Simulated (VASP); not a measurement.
Wanted: the native input for a VASP 6.6.1 run.

```
Task                   : single point
Functional             : r2SCAN
Potentials or basis    : VASP PAW PBE potentials, release 64 (Si, Mo_sv)
Cutoff                 : 520 eV
k mesh                 : 13 × 13 × 13
Occupations            : fermi-dirac, width 0.1 eV
Spin                   : no spin polarisation
Dipole correction      : no
Further INCAR settings : ALGO = Normal; EDIFF = 1e-06; NBANDS = 18
```

The system is Si2Mo.

```
Si Mo
1.0
    -1.57959    1.57959    3.85684
     1.57959   -1.57959    3.85684
     1.57959    1.57959   -3.85684
Si Mo
2 1
Direct
  0.33463 0.33463 0.00000
  0.66537 0.66537 0.00000
  0.00000 0.00000 0.00000
```

These files were run (other wordings do the same):

POSCAR

```
Si2Mo
1.0
   -1.5795924900      1.5795924900      3.8568411200
    1.5795924900     -1.5795924900      3.8568411200
    1.5795924900      1.5795924900     -3.8568411200
Si Mo
2 1
Direct
    0.3346290956      0.3346290956      0.0000000000
    0.6653709044      0.6653709044      0.0000000000
    0.0000000000      0.0000000000      0.0000000000
```

INCAR.step1

```
SYSTEM = Si2Mo
PREC = Accurate
ENCUT = 520
ISMEAR = -1
SIGMA = 0.1
LREAL = .False.
LASPH = .True.
NELM = 100
NBANDS = 18
GGA = PE
ALGO = Normal
EDIFF = 1E-4
LWAVE = .True.
LCHARG = .False.
```

INCAR.step2

```
SYSTEM = Si2Mo
PREC = Accurate
ENCUT = 520
EDIFF = 1E-6
ISMEAR = -1
SIGMA = 0.1
LREAL = .False.
LASPH = .True.
NELM = 100
ALGO = Normal
ISIF = 2
LWAVE = .False.
LCHARG = .False.
METAGGA = R2SCAN
LMIXTAU = .True.
NBANDS = 18
ISTART = 1
```

KPOINTS

```
regular mesh
0
Gamma
  13 13 13
  0 0 0
```

Potentials or basis: VASP PAW PBE potentials, release 64 (Si, Mo_sv).

The run is started by

```bash
$ cat potpaw_PBE.64/Si/POTCAR potpaw_PBE.64/Mo_sv/POTCAR > POTCAR
$ cp INCAR.step1 INCAR
$ mpirun -np 1 vasp_std > vasp.out
$ cp INCAR.step2 INCAR
$ mpirun -np 1 vasp_std > vasp.out
```

Results of the run:

| Property | Result |
| --- | --- |
| Pressure | 10.2 GPa |
| Largest force | 0.009 eV/Å |
| Band gap on the k mesh | zero (bands 11 and 12 overlap by 0.95 eV) |

Caveat: the cell stands under pressure; the PAW data sets were made with another functional, which shifts forces and pressure a little.

It took 13 min on 1 thread of AMD EPYC 7R13 Processor (Zen 3), with other jobs on the host, peak memory 0.27 GiB.
